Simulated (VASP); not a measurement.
**Ge: single point with PBEsol**

Crystal: Ge.

```xyz
2
Lattice="1.4881 -2.5947 0.0000 1.4881 2.5947 0.0000 0.0000 0.0000 4.7276" Properties=species:S:1:pos:R:3 pbc="T T T"
Ge    1.4881   -0.8643    1.1819
Ge    1.4881    0.8643    3.5457
```

```yaml
Program: VASP 6.6.1
Task: single point
Functional: PBEsol
Potentials_or_basis: VASP PAW PBE potentials, release 64 (Ge_d)
Cutoff: 520 eV
k_mesh: 11 × 11 × 6
Occupations: methfessel-paxton, width 0.05 eV
Spin: no spin polarisation
```

The pressure is 0.4 GPa and the largest force is 0.008 eV/Å. The band gap on the k mesh is zero (band 14 reaches 13.67 eV, above the bottom of band 15 at 4.30 eV).

Forces on the atoms (eV/Å):
```
Ge   0.000  0.008  0.000
Ge   0.000 -0.008  0.000
```

Stress tensor (GPa, compression positive):
```
-1.97  0.00  0.00
 0.00 -1.60  0.00
 0.00  0.00  4.67
```

Levels at points of the mesh, in eV from the Fermi level:
| k point | band 11 | band 12 | band 13 | band 14 | band 15 | band 16 | band 17 | band 18 |
| --- | --- | --- | --- | --- | --- | --- | --- | --- |
| (0.00, 0.00, 0.00) | -13.48 | -7.59 | -5.64 | 6.50 | 6.61 | 8.58 | 8.69 | 10.01 |
| (0.00, 0.00, 0.50) | -11.80 | -11.80 | 1.77 | 1.77 | 7.64 | 7.64 | 7.75 | 7.75 |

Run time: 52 s on 1 thread of Intel(R) Xeon(R) Platinum 8259CL CPU @ 2.50GHz (Skylake/Cascade Lake), on a shared host, peak memory 0.21 GiB.

Caveat: the PAW data sets were made with another functional, which shifts forces and pressure a little.
